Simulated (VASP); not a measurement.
# HfB (I4mm) in VASP: single point with PBE

Aim: the single point of HfB with PBE.

All numbers are computed with VASP 6.6.1; they aren't measurements. Logs are shortened: lines on timing, memory, paths and dates and some standing lists are left out, and cuts for length are marked.

## Step 1: The cell of the first run

The structure is tetragonal, space group I4mm (No. 107). The conventional cell has a = 3.418 Å, b = 3.418 Å, c = 5.172 Å, α = 90.00°, β = 90.00°, γ = 90.00°. Within 3.2 Å of Hf (site symmetry 4mm) lie 6 B at 2.42 to 2.65 Å. Within 3.2 Å of B (site symmetry 4mm) lie 6 Hf at 2.42 to 2.65 Å.

## Step 2: Single point, PBE (atoms displaced along a vibrational mode, the cell strained)

INCAR

```
SYSTEM = HfB
PREC = Accurate
ENCUT = 520
EDIFF = 1E-7
ISMEAR = 0
SIGMA = 0.15
LREAL = .FALSE.
LASPH = .TRUE.
NELM = 80
ALGO = Normal
ISIF = 2
LWAVE = .FALSE.
LCHARG = .FALSE.
GGA = PE
NBANDS = 14
```

KPOINTS

```
regular mesh
0
G
  16 16 16
  0 0 0
```

POSCAR

```
HfB
1.0
    0.0000000000      2.4168788130      2.4168788130
    2.5860603299      0.0000000000      2.4168788130
    2.5860603299      2.4168788130      0.0000000000
Hf B
1 1
Direct
    0.4992607628      0.5007392372      0.5007392372
    0.0122058251     -0.0122058251     -0.0122058251
```

Potentials or basis: VASP PAW PBE potentials, release 64 (Hf_pv, B).

Run with:

```console
> cat potpaw_PBE.64/Hf_pv/POTCAR potpaw_PBE.64/B/POTCAR > POTCAR
> mpirun -np 1 vasp_std > vasp.out
```

OUTCAR:

```text
SYSTEM = HfB
   PREC = Accurate
   ENCUT = 520
   EDIFF = 1E-7
   ISMEAR = 0
   LREAL = .FALSE.
   LASPH = .TRUE.
   NELM = 80
   ISIF = 2
   GGA = PE

 ion  position               nearest neighbor table
   1  0.499  0.501  0.501-   2 2.42   2 2.42   2 2.42   2 2.42   2 2.52   2 2.65
   2  0.012  0.988  0.988-   1 2.42   1 2.42   1 2.42   1 2.42   1 2.52   1 2.65

  LATTYP: Found a body centered tetragonal cell.
 ALAT       =     3.4179827960
 C/A-ratio  =     1.5132085117

  Lattice vectors:

 A1 = (   2.5860603299,   0.0000000000,   2.4168788130)
 A2 = (   2.5860603299,   0.0000000000,  -2.4168788130)
 A3 = (  -2.5860603299,   2.4168788130,   0.0000000000)

Analysis of symmetry for initial positions (statically):
=====================================================================
 Subroutine PRICEL returns:
 Original cell was already a primitive cell.

 Routine SETGRP: Setting up the symmetry group for a
 body centered tetragonal supercell.

 Subroutine GETGRP returns: Found  8 space group operations
 (whereof  8 operations were pure point group operations)
 out of a pool of 16 trial point group operations.

The static configuration has the point symmetry C_4v.

Analysis of symmetry for dynamics (positions and initial velocities):
=====================================================================
 Subroutine PRICEL returns:
 Original cell was already a primitive cell.

 Routine SETGRP: Setting up the symmetry group for a
 body centered tetragonal supercell.

 Subroutine GETGRP returns: Found  8 space group operations
 (whereof  8 operations were pure point group operations)
 out of a pool of 16 trial point group operations.

The dynamic configuration has the point symmetry C_4v.

 Subroutine INISYM returns: Found  8 space group operations
 (whereof  8 operations are pure point group operations),
 and found     1 'primitive' translations

----------------------------------------------------------------------------------------

                                     Primitive cell

  volume of cell :      30.2119

  direct lattice vectors                    reciprocal lattice vectors
     0.000000000  2.416878813  2.416878813    -0.193344291  0.206878391  0.206878391
     2.586060330  0.000000000  2.416878813     0.193344291 -0.206878391  0.206878391
     2.586060330  2.416878813  0.000000000     0.193344291  0.206878391 -0.206878391

  length of vectors
     3.417982796  3.539634335  3.539634335     0.350684120  0.350684120  0.350684120

  position of ions in fractional coordinates (direct lattice)
     0.499260763  0.500739237  0.500739237
     0.012205825  0.987794175  0.987794175

  ion indices of the primitive-cell ions
   primitive index   ion index
                 1           1
                 2           2

----------------------------------------------------------------------------------------

 KPOINTS: regular mesh

Automatic generation of k-mesh.
 Grid dimensions read from file:
 generate k-points for:   16   16   16

 Generating k-lattice:

  Cartesian coordinates                     Fractional coordinates (reciprocal lattice)
    -0.012084018  0.012929899  0.012929899     0.062500000  0.000000000  0.000000000
     0.012084018 -0.012929899  0.012929899     0.000000000  0.062500000  0.000000000
     0.012084018  0.012929899 -0.012929899     0.000000000  0.000000000  0.062500000

  Length of vectors
     0.021917757  0.021917757  0.021917757

  Shift w.r.t. Gamma in fractional coordinates (k-lattice)
     0.000000000  0.000000000  0.000000000

 Subroutine IBZKPT returns following result:
 ===========================================

 Found    349 irreducible k-points:

 Following reciprocal coordinates:
            Coordinates               Weight
  0.000000  0.000000  0.000000      1.000000
  0.062500  0.000000  0.000000      8.000000
  0.125000  0.000000  0.000000      8.000000
  0.187500  0.000000  0.000000      8.000000
  0.250000  0.000000  0.000000      8.000000
  0.312500  0.000000  0.000000      8.000000
[... 16 lines left out ...]
 -0.125000  0.062500 -0.000000     16.000000
 -0.062500  0.062500  0.000000      8.000000
 [... further k-points ...]
   k-points           NKPTS =    349   k-points in BZ     NKDIM =    349   number of bands    NBANDS=     14
   number of dos      NEDOS =    301   number of ions     NIONS =      2
   total plane-waves  NPLWV =  21952
   dimension x,y,z NGX =    28 NGY =   28 NGZ =   28
   dimension x,y,z NGXF=    56 NGYF=   56 NGZF=   56
   ions per type =               1   1
   NGX,Y,Z   is equivalent  to a cutoff of  13.62, 13.15, 13.15 a.u.
   NGXF,Y,Z  is equivalent  to a cutoff of  27.24, 26.30, 26.30 a.u.
 SYSTEM =  HfB
   PREC   = accura    normal or accurate (medium, high low for compatibility)
   ISTART =      0    job   : 0-new  1-cont  2-samecut
   ICHARG =      2    charge: 1-file 2-atom 10-const
   ISPIN  =      1    spin polarized calculation?
   LNONCOLLINEAR =      F non collinear calculations
   LSORBIT =      F    spin-orbit coupling
   LASPH  =      T    aspherical Exc in radial PAW
   ENCUT  =  520.0 eV  38.22 Ry    6.18 a.u.   6.36  6.58  6.58*2*pi/ulx,y,z
   NELM   =     80;   NELMIN=  2; NELMDL= -5     # of ELM steps
   EDIFF  = 0.1E-06   stopping-criterion for ELM
   LREAL  =      F    real-space projection
   EDIFFG = 0.1E-05   stopping-criterion for IOM
   NSW    =      0    number of steps for IOM
   IBRION =     -1    ionic relax: 0-MD 1-quasi-New 2-CG
   NFREE  =      0    steps in history (QN), initial steepest desc. (CG)
   ISIF   =      2    stress and relaxation
   ISYM   =      2    0-nonsym 1-usesym 2-fastsym
   POTIM  = 0.5000    time-step for ionic-motion
   TEBEG  =    0.0;   TEEND  =   0.0 temperature during run
   PSTRESS=    0.0 pullay stress
   NELECT =      13.0000    total number of electrons
   NUPDOWN=      -1.0000    fix difference up-down
   EMIN   =  10.00;   EMAX   =-10.00  energy-range for DOS
   EFERMI =   0.00;   METHOD = LEGACY
   ISMEAR =     0;   SIGMA  =   0.15  broadening in eV -4-tet -1-fermi 0-gaus
   EFERMI_NEDOS =   21; number of points for ismear=-14 and -15
   IALGO  =     38    algorithm
   IMIX   =      4    mixing-type and parameters
     AMIX     =   0.40;   BMIX     =  1.00
     AMIX_MAG =   1.60;   BMIX_MAG =  1.00
  volume/ion in A,a.u.               =      15.11       101.94
  Fermi-wavevector in a.u.,A,eV,Ry     =   1.235937  2.335583 20.783461  1.527541
  Thomas-Fermi vector in A             =   2.370566
   LORBIT       =      0    0 simple, 1 ext, 2 COOP (PROOUT), +10 PAW based schemes
   GGA     = PE    functional components
   LHFCALC =     F    Hartree Fock is set to
   AEXX    =    0.0000 exact exchange contribution
   IVDW    =     0    specifies the selected vdW correction
   LEPSILON=     F    determine dielectric tensor
   LRPA    =     F    only Hartree local field effects (RPA)
 non-spin polarized calculation
 Gauss-broadening in eV      SIGMA  =   0.15
  energy-cutoff  :      520.00
  volume of cell :       30.21
 maximum number of plane-waves:       835
 NGX is ok and might be reduce to    28
   NGX = 13   NGY = 13   NGZ = 13

 number of electron      13.0000000 magnetization

 Free energy of the ion-electron system (eV)
  ---------------------------------------------------
  ext. energy  EPLUGINS =         0.00000000
  ---------------------------------------------------
  free energy    TOTEN  =       -17.32539880 eV

  energy without entropy =      -17.31196220  energy(sigma->0) =      -17.31868050

 E-fermi :   3.9016     XC(G=0): -11.3546

 val. band max:        3.9002035538   @ k =   0.3125  -0.4375   0.0625
 cond. band min:       3.9062278308   @ k =   0.2500   0.0625   0.0000
 fundamental gap:      0.0060242770
 Fermi energy:         3.9016371315

 k-point     1 :       0.0000    0.0000    0.0000
  band No.  band energies     occupation
      1     -25.5168      2.00000
      2     -25.4456      2.00000
      3     -25.4456      2.00000
      4      -4.9907      2.00000
      5       5.4396      0.00000
      6       6.0215      0.00000
      7       6.0215      0.00000
      8       6.5392      0.00000
      9       7.4574      0.00000
     10       7.4574      0.00000
     11       7.5006      0.00000
     12       7.6983      0.00000
     13      14.1747      0.00000
     14      14.8294      0.00000

 k-point     2 :       0.0625    0.0000    0.0000
  band No.  band energies     occupation
      1     -25.5220      2.00000
      2     -25.4560      2.00000
      3     -25.4463      2.00000
      4      -4.9020      2.00000
      5       5.2735      0.00000
      6       5.6616      0.00000
      7       5.9486      0.00000
      8       6.3358      0.00000
      9       6.7358      0.00000
     10       7.4741      0.00000
     11       8.2038      0.00000
     12       8.6686      0.00000
     13      14.3274      0.00000
     14      15.0534      0.00000

 k-point     3 :       0.1250    0.0000    0.0000
  band No.  band energies     occupation
      1     -25.5417      2.00000
      2     -25.4806      2.00000
      3     -25.4485      2.00000
      4      -4.6409      2.00000
      5       4.6315      0.00000
      6       5.0417      0.00000
      7       5.4056      0.00000
      8       6.3555      0.00000
      9       6.6080      0.00000
     10       7.7201      0.00000
     11       9.2236      0.00000
     12       9.8586      0.00000
     13      14.7235      0.00000
     14      15.6647      0.00000
[... 324 lines left out ...]
 k-point    23 :      -0.1250    0.0625   -0.0000
  band No.  band energies     occupation
      1     -25.5615      2.00000
      2     -25.4805      2.00000
      3     -25.4604      2.00000
      4      -4.4590      2.00000
      5       4.3225      0.00007
      6       4.6708      0.00000
      7       4.9638      0.00000
      8       6.1947      0.00000
      9       7.1018      0.00000
     10       8.0813      0.00000
     11       9.5542      0.00000
     12      10.4068      0.00000
     13      14.9351      0.00000
     14      16.0652      0.00000

 k-point    24 :      -0.0625    0.0625    0.0000
  band No.  band energies     occupation
      1     -25.5342      2.00000
      2     -25.4594      2.00000
      3     -25.4558      2.00000
      4      -4.7643      2.00000
      5       5.0734      0.00000
      6       5.1497      0.00000
      7       5.6541      0.00000
      8       5.9842      0.00000
      9       6.9026      0.00000
     10       7.8767      0.00000
     11       8.6425      0.00000
     12       9.3246      0.00000
     13      14.5281      0.00000
     14      15.3907      0.00000

 [... further k-points ...]

------------------------ aborting loop because EDIFF is reached ----------------------------------------

  FORCE on cell =-STRESS in cart. coord.  units (eV):
  Direction    XX          YY          ZZ          XY          YZ          ZX
  --------------------------------------------------------------------------------------
  -------------------------------------------------------------------------------------
  Total       -3.6373675     -0.6633145     -0.6633145      0.0000000      0.0000000     -0.0000000
  in kB     -192.8942882    -35.1764234    -35.1764234      0.0000000      0.0000000     -0.0000000
  external PRESSURE =     -87.7490450 kB  Pullay stress =       0.0000000 kB

 VOLUME and BASIS-vectors are now :
 -----------------------------------------------------------------------------
  energy-cutoff  :      520.00
  volume of cell :       30.21
      direct lattice vectors                 reciprocal lattice vectors
     0.000000000  2.416878813  2.416878813    -0.193344291  0.206878391  0.206878391
     2.586060330  0.000000000  2.416878813     0.193344291 -0.206878391  0.206878391
     2.586060330  2.416878813  0.000000000     0.193344291  0.206878391 -0.206878391

 POSITION                                       TOTAL-FORCE (eV/Angst)
 -----------------------------------------------------------------------------------
      2.58988      2.41688      2.41688        -0.214210      0.000000      0.000000
      5.10899      2.41688      2.41688         0.214210      0.000000      0.000000
 -----------------------------------------------------------------------------------
    total drift:                               -0.000047      0.000000      0.000000

  FREE ENERGIE OF THE ION-ELECTRON SYSTEM (eV)
  ---------------------------------------------------
  free  energy   TOTEN  =       -17.3253988030 eV

  energy  without entropy=      -17.3119622016  energy(sigma->0) =      -17.31868050
```

It took 2.8 min on 1 thread of AMD EPYC 7R13, shared host; peak memory 0.25 GiB.

Results:

```
Free energy            : -17.3254 eV
Pressure               : -8.8 GPa
Largest force          : 0.214 eV/Å
Band gap on the k mesh : zero (an odd number of electrons rules out a gap without spin polarisation)
```

Forces in eV/Å, atoms in the order of the input:
```
Hf  -0.214  0.000  0.000
B    0.214  0.000  0.000
```

Caveat: the cell differs from its parent crystal (atoms displaced along a vibrational mode, the cell strained); the cell stands under tension; spin-orbit coupling is left out, which moves the levels of the heavy elements.
